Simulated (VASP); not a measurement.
The system is GeP5.

```
Ge P
1.0
    -2.95777    2.95777    4.04555
     2.95777   -2.95777    4.04555
     2.95777    2.95777   -4.04555
Ge P
1 5
Cartesian
  0.0000 0.0000 0.0000
  2.9578 0.0000 3.0770
  0.0000 2.9578 3.0770
  0.0000 2.9578 0.9686
  2.9578 0.0000 0.9686
  0.0000 0.0000 4.0455
```

- Program: VASP 6.6.1
- Task: relaxation of cell and atoms
- Functional: PBE
- Potentials or basis: VASP PAW PBE potentials, release 64 (Ge_d, P)
- Cutoff: 600 eV
- k mesh: 4 × 4 × 4
- Occupations: gaussian, width 0.1 eV
- Spin: no spin polarisation

At the start: pressure 2.3 GPa; volume 23.59 Å³/atom.

**Question.** Where does the relaxation end?

**Answer.** Over 12 steps the energy falls by 678.3 meV/atom and the volume is 18.08 Å³/atom (-23.4 %); space group I4/mmm (No. 139, to 0.05 Å).

The path:
| step | energy change (eV) | largest force (eV/Å) | pressure (GPa) | volume (Å³) |
| --- | --- | --- | --- | --- |
| 1 | 0.0000 | 3.4964 | 2.28 | 141.57 |
| 2 | -2.3995 | 0.5095 | -9.08 | 145.04 |
| 3 | -2.5053 | 0.7495 | -9.31 | 145.03 |
| 4 | -2.6747 | 0.7903 | -9.89 | 144.85 |
| 5 | -3.5583 | 3.2903 | 1.93 | 115.54 |
| 6 | -3.6514 | 2.0106 | -2.04 | 121.52 |
| 7 | -3.9296 | 0.2053 | 1.50 | 104.23 |
| 8 | -3.9971 | 0.5107 | -0.69 | 109.77 |
| 9 | -4.0630 | 0.1977 | 0.04 | 108.54 |
| 10 | -4.0687 | 0.0765 | 0.48 | 108.06 |
| 11 | -4.0689 | 0.0993 | -0.27 | 108.88 |
| 12 | -4.0698 | 0.0163 | 0.09 | 108.48 |

Final structure:
```cif
data_structure
_symmetry_space_group_name_H-M 'P 1'
_symmetry_Int_Tables_number 1
_cell_length_a 5.9163
_cell_length_b 5.9163
_cell_length_c 5.9163
_cell_angle_alpha 133.086
_cell_angle_beta 133.086
_cell_angle_gamma 68.519
_cell_volume 108.48
loop_
_atom_site_label
_atom_site_type_symbol
_atom_site_fract_x
_atom_site_fract_y
_atom_site_fract_z
_atom_site_occupancy
Ge1 Ge 0.00000 0.00000 0.00000 1
P1 P 0.35571 0.85571 0.50000 1
P2 P 0.85571 0.35571 0.50000 1
P3 P 0.64429 0.14429 0.50000 1
P4 P 0.14429 0.64429 0.50000 1
P5 P 0.50000 0.50000 0.00000 1
```

Caveat: the k points lie up to 0.47 Å⁻¹ apart in the final cell; the volume moved by over 15 % at a fixed basis, so the end points are rough.
